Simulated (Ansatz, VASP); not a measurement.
# Si: VASP beside Ansatz

```
Si
1.0
     0.00000    2.71692    2.71692
     2.71692    0.00000    2.71692
     2.71692    2.71692    0.00000
Si
2
Direct
  0.75000 0.75000 0.75000
  0.50000 0.50000 0.50000
```

Alike in both runs: task relaxation of cell and atoms; functional PBEsol; k mesh 12 × 12 × 12; occupations gaussian, width 0.02 eV; no spin polarisation.

```csv
,VASP,Ansatz
version,VASP 6.6.1,Ansatz 0.2.0
potentials or method,"VASP PAW PBE potentials, release 64 (Si), cutoff 600 eV","scalar-relativistic, plane waves, PAW"
valence electrons in the cell,8,8
```

```tsv
	VASP	Ansatz	Ansatz less VASP
gap on the k mesh at the Fermi level, each at its own relaxed structure (eV)	0.46	0.46	+0.003
relaxed volume (Å³/atom)	20.08	20.06	-0.022
relaxed length of the cell vector where the two differ most in proportion (Å)	3.844	3.842	-0.0014
```

VASP's potentials were made for PBE, not for PBEsol.
